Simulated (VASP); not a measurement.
A run of VASP 6.6.1 is set up as follows.

Contents of INCAR:

```
SYSTEM = MoN2
ALGO = Normal
EDIFF = 1E-6
ENCUT = 600
GGA = PE
GGA_COMPAT = .FALSE.
ISIF = 2
ISMEAR = -1
LASPH = .TRUE.
LCHARG = .FALSE.
LREAL = .FALSE.
LWAVE = .FALSE.
NBANDS = 33
NELM = 120
PREC = Accurate
SIGMA = 0.02
```

The input KPOINTS:

```
k-points
0
G
  6 6 8
  0 0 0
```

POSCAR

```
MoN2
1.0
    4.3480530000     -0.0434805300      0.0000000000
   -0.0434805300      4.3480530000      0.0000000000
    0.0000000000      0.0000000000      2.7674600000
Mo N
2 4
Direct
    0.5000000000      0.5000000000      0.0000000000
    0.0000000000      0.0000000000      0.0000000000
    0.8883530000      0.3883530000      0.5000000000
    0.1116470000      0.6116470000      0.5000000000
    0.3883530000      0.1116470000      0.5000000000
    0.6116470000      0.8883530000      0.5000000000
```

Potentials or basis: VASP PAW PBE potentials, release 64 (Mo_sv, N).

Run with:

```sh
$ cat potpaw_PBE.64/Mo_sv/POTCAR potpaw_PBE.64/N/POTCAR > POTCAR
$ mpirun -np 1 vasp_std > vasp.out
```

(1) Predict the largest force.

(2) Predict the pressure.

(3) What does it give for the band gap on the k mesh?

Results:

(1) 0.357 eV/Å.

(2) -3.6 GPa.

(3) zero (bands 24 and 25 overlap by 1.68 eV).

Caveat: the cell stands under tension.
